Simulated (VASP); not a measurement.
Here is a VASP 6.6.1 calculation.

The input INCAR:

```
PREC     = Accurate       # precision mode
ENCUT    = 520            # plane-wave cutoff, eV
EDIFF    = 1E-6           # SCF threshold, eV
ISMEAR   = 0              # smearing method
SIGMA    = 0.15           # smearing width, eV
LREAL    = False          # projectors in reciprocal space
LASPH    = True           # aspherical terms in the spheres
NELM     = 80             # most SCF steps
ALGO     = Fast           # electronic algorithm
ISIF     = 2              # what is computed and relaxed
LWAVE    = False          # write WAVECAR
LCHARG   = False          # write CHGCAR
GGA      = PS             # functional
NBANDS   = 12             # bands
```

The input KPOINTS:

```
Automatic mesh
0
Gamma
  20 20 20
```

File POSCAR:

```
Ti
1.0
    0.0000000000      2.1315000000      2.0807500000
    2.1315000000      0.0000000000      2.0807500000
    2.1315000000      2.1315000000      0.0000000000
Ti
1
Direct
    0.0000000000      0.0000000000      0.0000000000
```

Potentials or basis: VASP PAW PBE potentials, release 64 (Ti_sv).

Launch:

```bash
$ cat potpaw_PBE.64/Ti_sv/POTCAR > POTCAR
$ mpirun -np 1 vasp_std > vasp.out
```

Problem. Estimate the band gap on the k mesh.

Solution. Zero (band 6 reaches 8.03 eV, above the bottom of band 7 at 6.85 eV).

Problem. Estimate the pressure.

Solution. -11.5 GPa.

Stress tensor (GPa, compression positive):
```
-11.80   0.00   0.00
  0.00 -11.80   0.00
  0.00   0.00 -11.01
```

Caveat: the cell differs from its parent crystal (strain +0.050 along x and y, +0.025 along z); the PAW data sets were made with another functional, which shifts forces and pressure a little.
